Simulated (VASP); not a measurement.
# In (Im-3m) in VASP: notebook, part 2 of 2

VASP 6.6.1. The steps go on from the part before.

## 3. Relaxation of cell and atoms, PBEsol

This run uses another cell than the first one, of 26.16 Å³/atom.

INCAR reads:

```
SYSTEM = In
PREC     = Accurate       ! precision mode
ENCUT    = 500            ! plane-wave cutoff, eV
EDIFF    = 1E-7           ! SCF threshold, eV
ISMEAR   = 0              ! smearing method
SIGMA    = 0.1            ! smearing width, eV
LREAL    = .False.        ! projectors in reciprocal space
LASPH    = .True.         ! aspherical terms in the spheres
NELM     = 120            ! most SCF steps
ALGO     = Normal         ! electronic algorithm
ISIF     = 3              ! what is computed and relaxed
LWAVE    = .False.        ! write WAVECAR
LCHARG   = .False.        ! write CHGCAR
GGA      = PS             ! functional
IBRION   = 2              ! ionic algorithm
NSW      = 80             ! ionic steps
EDIFFG   = -0.03          ! ionic threshold
GGA_COMPAT= .False.      
NELMIN   = 4
```

KPOINTS reads:

```
regular mesh
0
Gamma
  15 15 15
  0 0 0
```

POSCAR reads:

```
In
1.0
   -1.8700000000      1.8700000000      1.8700000000
    1.8700000000     -1.8700000000      1.8700000000
    1.8700000000      1.8700000000     -1.8700000000
In
1
Direct
    0.0000000000      0.0000000000      0.0000000000
```

Potentials or basis: VASP PAW PBE potentials, release 64 (In_d).

Launch:

```sh
$ cat potpaw_PBE.64/In_d/POTCAR > POTCAR
$ mpirun -np 1 vasp_std > vasp.out
```

OUTCAR:

```text
SYSTEM = In
   PREC = Accurate
   ENCUT = 500
   EDIFF = 1E-7
   ISMEAR = 0
   LREAL = .False.
   LASPH = .True.
   NELM = 120
   ISIF = 3
   GGA = PS
   IBRION = 2
   NSW = 80
   EDIFFG = -0.03
   NELMIN = 4

 ion  position               nearest neighbor table
   1  0.000  0.000  0.000-

  LATTYP: Found a body centered cubic cell.
 ALAT       =     3.7400000000

  Lattice vectors:

 A1 = (  -1.8700000000,   1.8700000000,   1.8700000000)
 A2 = (   1.8700000000,  -1.8700000000,   1.8700000000)
 A3 = (   1.8700000000,   1.8700000000,  -1.8700000000)

Analysis of symmetry for initial positions (statically):
=====================================================================
 Subroutine PRICEL returns:
 Original cell was already a primitive cell.

 Routine SETGRP: Setting up the symmetry group for a
 body centered cubic supercell.

 Subroutine GETGRP returns: Found 48 space group operations
 (whereof 48 operations were pure point group operations)
 out of a pool of 48 trial point group operations.

The static configuration has the point symmetry O_h .

Analysis of symmetry for dynamics (positions and initial velocities):
=====================================================================
 Subroutine PRICEL returns:
 Original cell was already a primitive cell.

 Routine SETGRP: Setting up the symmetry group for a
 body centered cubic supercell.

 Subroutine GETGRP returns: Found 48 space group operations
 (whereof 48 operations were pure point group operations)
 out of a pool of 48 trial point group operations.

The dynamic configuration has the point symmetry O_h .

 Subroutine INISYM returns: Found 48 space group operations
 (whereof 48 operations are pure point group operations),
 and found     1 'primitive' translations

----------------------------------------------------------------------------------------

                                     Primitive cell

  volume of cell :      26.1568

  direct lattice vectors                    reciprocal lattice vectors
    -1.870000000  1.870000000  1.870000000     0.000000000  0.267379679  0.267379679
     1.870000000 -1.870000000  1.870000000     0.267379679  0.000000000  0.267379679
     1.870000000  1.870000000 -1.870000000     0.267379679  0.267379679  0.000000000

  length of vectors
     3.238935010  3.238935010  3.238935010     0.378131969  0.378131969  0.378131969

  position of ions in fractional coordinates (direct lattice)
     0.000000000  0.000000000  0.000000000

  ion indices of the primitive-cell ions
   primitive index   ion index
                 1           1

----------------------------------------------------------------------------------------

 KPOINTS: regular mesh

Automatic generation of k-mesh.
 Grid dimensions read from file:
[... 97 lines left out ...]
 non-spin polarized calculation
 Gauss-broadening in eV      SIGMA  =   0.10
  energy-cutoff  :      500.00
  volume of cell :       26.16
 maximum number of plane-waves:       682
   NGX = 11   NGY = 11   NGZ = 11

--------------------------------------- Ionic step        1  -------------------------------------------

 number of electron      12.9999994 magnetization

 Free energy of the ion-electron system (eV)
  ---------------------------------------------------
  ext. energy  EPLUGINS =         0.00000000
  ---------------------------------------------------
  free energy    TOTEN  =        -2.96905054 eV

  energy without entropy =       -2.96650158  energy(sigma->0) =       -2.96777606

------------------------ aborting loop because EDIFF is reached ----------------------------------------

  FORCE on cell =-STRESS in cart. coord.  units (eV):
  Direction    XX          YY          ZZ          XY          YZ          ZX
  --------------------------------------------------------------------------------------
  -------------------------------------------------------------------------------------
  Total       -0.1109538     -0.1109538     -0.1109538     -0.0000000      0.0000000     -0.0000000
  in kB       -6.7962290     -6.7962290     -6.7962290     -0.0000000      0.0000000     -0.0000000
  external PRESSURE =      -6.7962290 kB  Pullay stress =       0.0000000 kB

 VOLUME and BASIS-vectors are now :
 -----------------------------------------------------------------------------
  energy-cutoff  :      500.00
  volume of cell :       26.16
      direct lattice vectors                 reciprocal lattice vectors
    -1.870000000  1.870000000  1.870000000     0.000000000  0.267379679  0.267379679
     1.870000000 -1.870000000  1.870000000     0.267379679  0.000000000  0.267379679
     1.870000000  1.870000000 -1.870000000     0.267379679  0.267379679  0.000000000

 POSITION                                       TOTAL-FORCE (eV/Angst)
 -----------------------------------------------------------------------------------
      0.00000      0.00000      0.00000         0.000000     -0.000000      0.000000
 -----------------------------------------------------------------------------------
    total drift:                               -0.000000     -0.000000      0.000000

  FREE ENERGIE OF THE ION-ELECTRON SYSTEM (eV)
  ---------------------------------------------------
  free  energy   TOTEN  =        -2.9690505381 eV

  energy  without entropy=       -2.9665015768  energy(sigma->0) =       -2.96777606

--------------------------------------- Ionic step        2  -------------------------------------------

 number of electron      12.9999991 magnetization

 Free energy of the ion-electron system (eV)
  ---------------------------------------------------
  ext. energy  EPLUGINS =         0.00000000
  ---------------------------------------------------
  free energy    TOTEN  =        -2.96993372 eV

  energy without entropy =       -2.96755278  energy(sigma->0) =       -2.96874325

 E-fermi :   7.5226     XC(G=0): -10.4852

 val. band max:        7.5190766443   @ k =  -0.4667  -0.4667   0.3333
 cond. band min:       7.5574303913   @ k =  -0.4000  -0.4000   0.1333
 fundamental gap:      0.0383537471
 Fermi energy:         7.5226174910

 k-point     1 :       0.0000    0.0000    0.0000
  band No.  band energies     occupation
      1      -7.0702      2.00000
      2      -7.0702      2.00000
      3      -7.0702      2.00000
      4      -6.7772      2.00000
      5      -6.7772      2.00000
      6      -2.1315      2.00000
      7      18.8143      0.00000
      8      18.8143      0.00000
      9      18.8143      0.00000
     10      20.5993      0.00000
[... 287 lines left out ...]
 k-point    24 :       0.4000    0.2000    0.0000
  band No.  band energies     occupation
      1      -7.1481      2.00000
      2      -7.0231      2.00000
      3      -6.8257      2.00000
      4      -6.7921      2.00000
      5      -6.6741      2.00000
      6       4.1550      2.00000
      7       5.1095      2.00000
      8       9.5096      0.00000
      9      13.9091      0.00000
     10      19.3766      0.00000

 [... further k-points ...]

------------------------ aborting loop because EDIFF is reached ----------------------------------------

  FORCE on cell =-STRESS in cart. coord.  units (eV):
  Direction    XX          YY          ZZ          XY          YZ          ZX
  --------------------------------------------------------------------------------------
  -------------------------------------------------------------------------------------
  Total        0.0017116      0.0017116      0.0017116      0.0000000      0.0000000      0.0000000
  in kB        0.1065411      0.1065411      0.1065411      0.0000000      0.0000000      0.0000000
  external PRESSURE =       0.1065411 kB  Pullay stress =       0.0000000 kB

 VOLUME and BASIS-vectors are now :
 -----------------------------------------------------------------------------
  energy-cutoff  :      500.00
  volume of cell :       25.74
      direct lattice vectors                 reciprocal lattice vectors
    -1.859990439  1.859990439  1.859990439     0.000000000  0.268818586  0.268818586
     1.859990439 -1.859990439  1.859990439     0.268818586  0.000000000  0.268818586
     1.859990439  1.859990439 -1.859990439     0.268818586  0.268818586  0.000000000

 POSITION                                       TOTAL-FORCE (eV/Angst)
 -----------------------------------------------------------------------------------
      0.00000     -0.00000      0.00000         0.000000      0.000000      0.000000
 -----------------------------------------------------------------------------------
    total drift:                                0.000000      0.000000      0.000000

  FREE ENERGIE OF THE ION-ELECTRON SYSTEM (eV)
  ---------------------------------------------------
  free  energy   TOTEN  =        -2.9699337237 eV

  energy  without entropy=       -2.9675527781  energy(sigma->0) =       -2.96874325

 reached required accuracy - stopping structural energy minimisation
```

Run time: 19 s. Hardware: 1 thread of AMD EPYC 9R45 (Zen 5), shared host; peak memory 0.13 GiB.

Results:

* Free energy: -2.9699 eV
* Relaxed volume: 25.74 Å³/atom
* Relaxed cell: a = 3.222 Å, b = 3.222 Å, c = 3.222 Å, α = 109.47°, β = 109.47°, γ = 109.47°
* Space group after relaxing (to 0.1 Å): Im-3m (No. 229)
* Energy gained by relaxing: 0.9 meV/atom
* Ionic steps: 2
* Pressure after relaxing: 0.0 GPa
* Band gap on the k mesh: zero (an odd number of electrons rules out a gap without spin polarisation)

Step by step:
| step | energy change (eV) | largest force (eV/Å) | pressure (GPa) | volume (Å³) |
| --- | --- | --- | --- | --- |
| 1 | 0.0000 | 0.0000 | -0.68 | 26.16 |
| 2 | -0.0009 | 0.0000 | 0.01 | 25.74 |

Final structure:
```
In
1.0
    -1.85999    1.85999    1.85999
     1.85999   -1.85999    1.85999
     1.85999    1.85999   -1.85999
In
1
Direct
  0.00000 0.00000 0.00000
```

Caveat: the PAW data sets were made with another functional, which shifts forces and pressure a little; spin-orbit coupling is left out, which moves the levels of the heavy elements.

## 4. Relaxation of cell and atoms, PBEsol, target pressure 10 GPa, at which the enthalpy is minimised

This run uses another cell than the first one, of 26.16 Å³/atom.

INCAR reads:

```
SYSTEM = In
ALGO     = Normal         ! electronic algorithm
EDIFF    = 1E-7           ! SCF threshold, eV
EDIFFG   = -0.03          ! ionic threshold
ENCUT    = 500            ! plane-wave cutoff, eV
GGA      = PS             ! functional
GGA_COMPAT= .False.      
IBRION   = 2              ! ionic algorithm
ISIF     = 3              ! what is computed and relaxed
ISMEAR   = 0              ! smearing method
LASPH    = .True.         ! aspherical terms in the spheres
LCHARG   = .False.        ! write CHGCAR
LREAL    = .False.        ! projectors in reciprocal space
LWAVE    = .False.        ! write WAVECAR
NELM     = 120            ! most SCF steps
NELMIN   = 4            
NSW      = 80             ! ionic steps
PREC     = Accurate       ! precision mode
PSTRESS  = 100.0        
SIGMA    = 0.1            ! smearing width, eV
```

KPOINTS reads:

```
k-points
0
Gamma
  15 15 15
  0 0 0
```

POSCAR is that of step 3.

Launch:

```sh
$ cat potpaw_PBE.64/In_d/POTCAR > POTCAR
$ mpirun -np 1 vasp_std > vasp.out
```

Wall time 30 s (1 thread of AMD EPYC 9R45 (Zen 5), shared host); peak memory 0.13 GiB.

Results (log left out):

* Free energy: -2.8759 eV
* Relaxed volume: 22.15 Å³/atom
* Relaxed cell: a = 3.064 Å, b = 3.064 Å, c = 3.064 Å, α = 109.47°, β = 109.47°, γ = 109.47°
* Space group after relaxing (to 0.1 Å): Im-3m (No. 229)
* Energy change on relaxing (the run minimises the enthalpy): +93.2 meV/atom
* Ionic steps: 3
* Pressure after relaxing: 9.9 GPa
* Band gap on the k mesh: zero (an odd number of electrons rules out a gap without spin polarisation)

The path:
| step | energy change (eV) | largest force (eV/Å) | pressure (GPa) | volume (Å³) |
| --- | --- | --- | --- | --- |
| 1 | 0.0000 | 0.0000 | -0.68 | 26.16 |
| 2 | 0.2853 | 0.0000 | 21.08 | 20.10 |
| 3 | 0.0932 | 0.0000 | 9.88 | 22.15 |

Final structure:
```xyz
1
Lattice="-1.7692 1.7692 1.7692 1.7692 -1.7692 1.7692 1.7692 1.7692 -1.7692" Properties=species:S:1:pos:R:3 pbc="T T T"
In    0.0000    0.0000    0.0000
```

Levels at points of the mesh, in eV from the Fermi level:
| k point | band 3 | band 4 | band 5 | band 6 | band 7 | band 8 | band 9 | band 10 |
| --- | --- | --- | --- | --- | --- | --- | --- | --- |
| (0.00, 0.00, 0.00) | -14.85 | -14.43 | -14.43 | -10.82 | 13.07 | 13.07 | 13.07 | 13.47 |

Caveat: the cell is relaxed towards a set pressure, so the run minimises the enthalpy, not the energy; the volume moved by over 15 % at a fixed basis, so the end points are rough; the PAW data sets were made with another functional, which shifts forces and pressure a little; spin-orbit coupling is left out, which moves the levels of the heavy elements.

## 5. The runs side by side

| task | cell | gap on the mesh (eV) | pressure (GPa) |
| --- | --- | --- | --- |
| single point | a = 3.222 Å, angles 109.5°, 1 atom | none | 0.0 |
| relaxation of cell and atoms | relaxed from a = 3.239 Å, angles 109.5°, 1 atom | none | 0.0 |
| relaxation of cell and atoms | relaxed to 10 GPa from a = 3.239 Å, angles 109.5°, 1 atom | none | 9.9 |

Alike in all rows: level PBEsol; potentials or basis VASP PAW PBE potentials, release 64 (In_d); no spin polarisation; k mesh 15 × 15 × 15; cutoff (eV) 500; smearing gaussian 0.1 eV.

Caveats: the PAW data sets were made with another functional, which shifts forces and pressure a little; spin-orbit coupling is left out, which moves the levels of the heavy elements; the cell is relaxed towards a set pressure, so the run minimises the enthalpy, not the energy (at least some runs); the volume moved by over 15 % at a fixed basis, so the end points are rough (at least some runs).

Total energies depend on the potentials used, so only differences within one code and one set of settings carry meaning.
